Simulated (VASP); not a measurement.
# TiTe2 (P-3m1) in VASP: further runs

TiTe2 is run at these levels: PBE+D4; tasks: single point.

All numbers are computed with VASP 6.6.1; they aren't measurements. Logs are shortened: lines on timing, memory, paths and dates and some standing lists are left out, and cuts for length are marked.

## Step 1: The cell of the first run

The structure is trigonal, space group P-3m1 (No. 164). Conventional cell: a = 3.719 Å, b = 3.719 Å, c = 6.449 Å, α = 90.00°, β = 90.00°, γ = 120.00°. Ti (site symmetry -3m) has 6 Te at 2.76 Å and 6 Ti at 3.72 Å within 3.8 Å. Within 3.8 Å of Te (site symmetry 3m) lie 3 Ti at 2.76 Å and 9 Te at 3.68 to 3.72 Å.

## Step 2: Single point, PBE+D4

File INCAR:

```
SYSTEM = TiTe2
ALGO = Normal
EDIFF = 1E-6
ENCUT = 520
GGA = PE
ISIF = 2
ISMEAR = -1
IVDW = 13
LASPH = .True.
LCHARG = .True.
LELF = .True.
LREAL = .False.
LVHAR = .True.
LWAVE = .False.
NBANDS = 19
NELM = 60
PREC = Accurate
SIGMA = 0.15
```

File KPOINTS:

```
k-points
0
Gamma
  15 15 8
  0 0 0
```

File POSCAR:

```
TiTe2
1.0
    3.7194325861      0.0000000000      0.0000000000
   -1.8597162930      3.2211231072      0.0000000000
    0.0000000000      0.0000000000      6.4486029970
Ti Te
1 2
Direct
    0.0000000000      0.0000000000      0.0000000000
    0.6666666667      0.3333333333      0.2678930770
    0.3333333333      0.6666666667      0.7321069230
```

Potentials or basis: VASP PAW PBE potentials, release 64 (Ti_sv, Te).

Command:

```
$ cat potpaw_PBE.64/Ti_sv/POTCAR potpaw_PBE.64/Te/POTCAR > POTCAR
$ mpirun -np 1 vasp_std > vasp.out
```

OUTCAR:

```text
SYSTEM = TiTe2
   EDIFF = 1E-6
   ENCUT = 520
   GGA = PE
   ISIF = 2
   ISMEAR = -1
   IVDW = 13
   LASPH = .True.
   LREAL = .False.
   NELM = 60
   PREC = Accurate

 ion  position               nearest neighbor table
   1  0.000  0.000  0.000-   2 2.76   3 2.76   3 2.76   2 2.76   2 2.76   3 2.76
   2  0.667  0.333  0.268-   1 2.76   1 2.76   1 2.76
   3  0.333  0.667  0.732-   1 2.76   1 2.76   1 2.76

  LATTYP: Found a hexagonal cell.
 ALAT       =     3.7194325861
 C/A-ratio  =     1.7337598808

  Lattice vectors:

 A1 = (   3.7194325861,   0.0000000000,   0.0000000000)
 A2 = (  -1.8597162930,   3.2211231072,   0.0000000000)
 A3 = (   0.0000000000,   0.0000000000,   6.4486029970)

Analysis of symmetry for initial positions (statically):
=====================================================================
 Subroutine PRICEL returns:
 Original cell was already a primitive cell.

 Routine SETGRP: Setting up the symmetry group for a
 hexagonal supercell.

 Subroutine GETGRP returns: Found 12 space group operations
 (whereof 12 operations were pure point group operations)
 out of a pool of 24 trial point group operations.

The static configuration has the point symmetry D_3d.

Analysis of symmetry for dynamics (positions and initial velocities):
=====================================================================
 Subroutine PRICEL returns:
 Original cell was already a primitive cell.

 Routine SETGRP: Setting up the symmetry group for a
 hexagonal supercell.

 Subroutine GETGRP returns: Found 12 space group operations
 (whereof 12 operations were pure point group operations)
 out of a pool of 24 trial point group operations.

The dynamic configuration has the point symmetry D_3d.

 Subroutine INISYM returns: Found 12 space group operations
 (whereof 12 operations are pure point group operations),
 and found     1 'primitive' translations

----------------------------------------------------------------------------------------

                                     Primitive cell

  volume of cell :      77.2591

  direct lattice vectors                    reciprocal lattice vectors
     3.719432586  0.000000000  0.000000000     0.268858213  0.155225362  0.000000000
    -1.859716293  3.221123107  0.000000000     0.000000000  0.310450724  0.000000000
     0.000000000  0.000000000  6.448602997     0.000000000  0.000000000  0.155072347

  length of vectors
     3.719432586  3.719432586  6.448602997     0.310450724  0.310450724  0.155072347

  position of ions in fractional coordinates (direct lattice)
     0.000000000  0.000000000  0.000000000
     0.666666667  0.333333333  0.267893077
     0.333333333  0.666666667  0.732106923

  ion indices of the primitive-cell ions
   primitive index   ion index
                 1           1
                 2           2
                 3           3

----------------------------------------------------------------------------------------

 KPOINTS: k-points

Automatic generation of k-mesh.
 Grid dimensions read from file:
 generate k-points for:   15   15    8

 Generating k-lattice:

  Cartesian coordinates                     Fractional coordinates (reciprocal lattice)
     0.017923881  0.010348357  0.000000000     0.066666667  0.000000000  0.000000000
     0.000000000  0.020696715  0.000000000     0.000000000  0.066666667  0.000000000
     0.000000000  0.000000000  0.019384043     0.000000000  0.000000000  0.125000000

  Length of vectors
     0.020696715  0.020696715  0.019384043

  Shift w.r.t. Gamma in fractional coordinates (k-lattice)
     0.000000000  0.000000000  0.000000000

 Subroutine IBZKPT returns following result:
 ===========================================

 Found    192 irreducible k-points:

 Following reciprocal coordinates:
            Coordinates               Weight
  0.000000  0.000000  0.000000      1.000000
  0.066667 -0.000000  0.000000      6.000000
  0.133333 -0.000000  0.000000      6.000000
  0.200000 -0.000000  0.000000      6.000000
  0.266667 -0.000000  0.000000      6.000000
  0.333333 -0.000000  0.000000      6.000000
[... 16 lines left out ...]
  0.333333  0.200000  0.000000     12.000000
  0.400000  0.200000  0.000000      6.000000
 [... further k-points ...]
   k-points           NKPTS =    192   k-points in BZ     NKDIM =    192   number of bands    NBANDS=     19
   number of dos      NEDOS =    301   number of ions     NIONS =      3
   total plane-waves  NPLWV =  37632
   dimension x,y,z NGX =    28 NGY =   28 NGZ =   48
   dimension x,y,z NGXF=    56 NGYF=   56 NGZF=   96
   ions per type =               1   2
   NGX,Y,Z   is equivalent  to a cutoff of  12.52, 12.52, 12.37 a.u.
   NGXF,Y,Z  is equivalent  to a cutoff of  25.03, 25.03, 24.75 a.u.
 SYSTEM =  TiTe2
   PREC   = accura    normal or accurate (medium, high low for compatibility)
   ISTART =      0    job   : 0-new  1-cont  2-samecut
   ICHARG =      2    charge: 1-file 2-atom 10-const
   ISPIN  =      1    spin polarized calculation?
   LNONCOLLINEAR =      F non collinear calculations
   LSORBIT =      F    spin-orbit coupling
   LASPH  =      T    aspherical Exc in radial PAW
   ENCUT  =  520.0 eV  38.22 Ry    6.18 a.u.   6.92  6.92 11.99*2*pi/ulx,y,z
   NELM   =     60;   NELMIN=  2; NELMDL= -5     # of ELM steps
   EDIFF  = 0.1E-05   stopping-criterion for ELM
   LREAL  =      F    real-space projection
   EDIFFG = 0.1E-04   stopping-criterion for IOM
   NSW    =      0    number of steps for IOM
   IBRION =     -1    ionic relax: 0-MD 1-quasi-New 2-CG
   NFREE  =      0    steps in history (QN), initial steepest desc. (CG)
   ISIF   =      2    stress and relaxation
   ISYM   =      2    0-nonsym 1-usesym 2-fastsym
   POTIM  = 0.5000    time-step for ionic-motion
   TEBEG  =    0.0;   TEEND  =   0.0 temperature during run
   PSTRESS=    0.0 pullay stress
   NELECT =      24.0000    total number of electrons
   NUPDOWN=      -1.0000    fix difference up-down
   EMIN   =  10.00;   EMAX   =-10.00  energy-range for DOS
   EFERMI =   0.00;   METHOD = LEGACY
   ISMEAR =    -1;   SIGMA  =   0.15  broadening in eV -4-tet -1-fermi 0-gaus
   EFERMI_NEDOS =   21; number of points for ismear=-14 and -15
   IALGO  =     38    algorithm
   IMIX   =      4    mixing-type and parameters
     AMIX     =   0.40;   BMIX     =  1.00
     AMIX_MAG =   1.60;   BMIX_MAG =  1.00
  volume/ion in A,a.u.               =      25.75       173.79
  Fermi-wavevector in a.u.,A,eV,Ry     =   1.108737  2.095210 16.725623  1.229299
  Thomas-Fermi vector in A             =   2.245268
   LORBIT       =      0    0 simple, 1 ext, 2 COOP (PROOUT), +10 PAW based schemes
   GGA     = PE    functional components
   LHFCALC =     F    Hartree Fock is set to
   AEXX    =    0.0000 exact exchange contribution
   IVDW    =    13    specifies the selected vdW correction
   LEPSILON=     F    determine dielectric tensor
   LRPA    =     F    only Hartree local field effects (RPA)
 non-spin polarized calculation
  energy-cutoff  :      520.00
  volume of cell :       77.26
 maximum number of plane-waves:      2098
   NGX = 13   NGY = 13   NGZ = 23

 number of electron      23.9999999 magnetization

 Free energy of the ion-electron system (eV)
  ---------------------------------------------------
  ext. energy  EPLUGINS =         0.00000000
  ---------------------------------------------------
  free energy    TOTEN  =       -16.22949703 eV

  energy without entropy =      -16.11812613  energy(sigma->0) =      -16.17381158

 E-fermi :   7.2880     XC(G=0): -10.0560

 val. band max:        7.2879543109   @ k =   0.0000   0.4000   0.3750
 cond. band min:       7.2990533122   @ k =   0.4667  -0.0000   0.0000
 fundamental gap:      0.0110990013
 Fermi energy:         7.2880429663

 k-point     1 :       0.0000    0.0000    0.0000
  band No.  band energies     occupation
      1     -50.0717      2.00000
      2     -26.3357      2.00000
      3     -26.3357      2.00000
      4     -26.2984      2.00000
      5      -5.3244      2.00000
      6      -3.7270      2.00000
[... 11 lines left out ...]
     18      12.5444      0.00000
     19      13.4760      0.00000

 k-point     2 :       0.0667   -0.0000    0.0000
  band No.  band energies     occupation
      1     -50.0716      2.00000
      2     -26.3379      2.00000
      3     -26.3362      2.00000
      4     -26.2979      2.00000
      5      -5.2720      2.00000
      6      -3.6985      2.00000
[... 11 lines left out ...]
     18      12.9434      0.00000
     19      13.7454      0.00000

 k-point     3 :       0.1333   -0.0000    0.0000
  band No.  band energies     occupation
      1     -50.0711      2.00000
      2     -26.3440      2.00000
      3     -26.3376      2.00000
      4     -26.2965      2.00000
      5      -5.1173      2.00000
      6      -3.6164      2.00000
[... 11 lines left out ...]
     18      13.4892      0.00000
     19      14.2529      0.00000

 k-point     4 :       0.2000   -0.0000    0.0000
  band No.  band energies     occupation
      1     -50.0705      2.00000
      2     -26.3530      2.00000
      3     -26.3397      2.00000
      4     -26.2944      2.00000
      5      -4.8686      2.00000
      6      -3.4918      2.00000
[... 407 lines left out ...]
     18      12.1007      0.00000
     19      14.7352      0.00000

 k-point    23 :       0.3333    0.2000    0.0000
  band No.  band energies     occupation
      1     -50.0679      2.00000
      2     -26.3784      2.00000
      3     -26.3568      2.00000
      4     -26.2863      2.00000
      5      -3.4370      2.00000
      6      -3.0623      2.00000
[... 11 lines left out ...]
     18      11.7827      0.00000
     19      14.7785      0.00000

 k-point    24 :       0.4000    0.2000    0.0000
  band No.  band energies     occupation
      1     -50.0677      2.00000
      2     -26.3793      2.00000
      3     -26.3580      2.00000
      4     -26.2859      2.00000
      5      -3.2770      2.00000
      6      -3.1000      2.00000
[... 11 lines left out ...]
     18      11.6899      0.00000
     19      14.7837      0.00000

 [... further k-points ...]

------------------------ aborting loop because EDIFF is reached ----------------------------------------

  DFT-D4 for vdW energy calculation

  Edisp (eV):   -1.30081

  FORCE on cell =-STRESS in cart. coord.  units (eV):
  Direction    XX          YY          ZZ          XY          YZ          ZX
  --------------------------------------------------------------------------------------
  -------------------------------------------------------------------------------------
  Total      -0.01579    -0.01579    -0.01135    -0.00000     0.00000     0.00000
  in kB      -0.32745    -0.32745    -0.23533    -0.00000     0.00000     0.00000
  external pressure =       -0.30 kB  Pullay stress =        0.00 kB

 VOLUME and BASIS-vectors are now :
 -----------------------------------------------------------------------------
  energy-cutoff  :      520.00
  volume of cell :       77.26
      direct lattice vectors                 reciprocal lattice vectors
     3.719432586  0.000000000  0.000000000     0.268858213  0.155225362  0.000000000
    -1.859716293  3.221123107  0.000000000     0.000000000  0.310450724  0.000000000
     0.000000000  0.000000000  6.448602997     0.000000000  0.000000000  0.155072347

 POSITION                                       TOTAL-FORCE (eV/Angst)
 -----------------------------------------------------------------------------------
      0.00000      0.00000      0.00000         0.000000      0.000000      0.000000
      1.85972      1.07371      1.72754         0.000000      0.000000      0.011193
     -0.00000      2.14742      4.72107        -0.000000     -0.000000     -0.011193
 -----------------------------------------------------------------------------------
    total drift:                               -0.000000      0.000000      0.000000

  FREE ENERGIE OF THE ION-ELECTRON SYSTEM (eV)
  ---------------------------------------------------
  free  energy   TOTEN  =       -17.5303036701 eV

  energy  without entropy=      -17.4189327644  energy(sigma->0) =      -17.47461822
```

Run time: 2.3 min. Hardware: 1 thread of AMD EPYC 9R45 (Zen 5), shared host; peak memory 0.36 GiB.

Results:

| Item | Value |
| --- | --- |
| Free energy | -17.5303 eV |
| Pressure | 0.0 GPa |
| Largest force | 0.011 eV/Å |
| Band gap on the k mesh | zero (bands 12 and 13 overlap by 0.76 eV) |
| Dispersion energy per atom | -0.434 eV |

Forces in eV/Å, atoms in the order of the input:
```
Ti   0.000  0.000  0.000
Te   0.000  0.000  0.011
Te   0.000  0.000 -0.011
```

Caveat: spin-orbit coupling is left out, which moves the levels of the heavy elements.

## Step 3: Single point, PBE+D4 (26.50 Å³/atom)

This run uses another cell than the first one, of 26.50 Å³/atom.

File INCAR:

```
ALGO = Normal ; EDIFF = 1E-6
ENCUT = 520 ; GGA = PE
ISIF = 2 ; ISMEAR = 0
IVDW = 13 ; LASPH = True
LCHARG = False ; LREAL = False
LWAVE = False ; NBANDS = 19
NELM = 80 ; PREC = Accurate
SIGMA = 0.1
```

File KPOINTS:

```
k-points
0
Gamma
  15 15 8
```

File POSCAR:

```
TiTe2
1.0
    3.7456593679      0.0000000000      0.0000000000
   -1.8728296839      3.2438361666      0.0000000000
    0.0000000000      0.0000000000      6.5434804559
Ti Te
1 2
Direct
    0.0000000000      0.0000000000      0.0000000000
    0.6666666667      0.3333333333      0.2634923494
    0.3333333333      0.6666666667      0.7365076506
```

Potentials or basis: VASP PAW PBE potentials, release 64 (Ti_sv, Te).

Command:

```
$ cat potpaw_PBE.64/Ti_sv/POTCAR potpaw_PBE.64/Te/POTCAR > POTCAR
$ mpirun -np 1 vasp_std > vasp.out
```

It took 2.6 min on 1 thread of AMD EPYC 9R45 (Zen 5), shared host; peak memory 0.37 GiB.

It converged, with:

```yaml
Free_energy: -17.4717 eV
Pressure: -1.0 GPa
Band_gap_on_the_k_mesh: zero (bands 12 and 13 overlap by 0.70 eV)
Dispersion_energy_per_atom: -0.423 eV
```

Forces in eV/Å, atoms in the order of the input:
```
Ti   0.000  0.000  0.000
Te   0.000  0.000  0.002
Te   0.000  0.000 -0.002
```

Levels at points of the mesh, in eV from the Fermi level:
| k point | band 10 | band 11 | band 12 | band 13 | band 14 | band 15 |
| --- | --- | --- | --- | --- | --- | --- |
| (0.00, 0.00, 0.00) | 0.28 | 0.39 | 0.39 | 0.46 | 1.13 | 1.13 |
| (0.00, 0.00, 0.50) | -1.57 | 0.38 | 0.38 | 0.82 | 0.82 | 0.99 |

Caveat: spin-orbit coupling is left out, which moves the levels of the heavy elements.
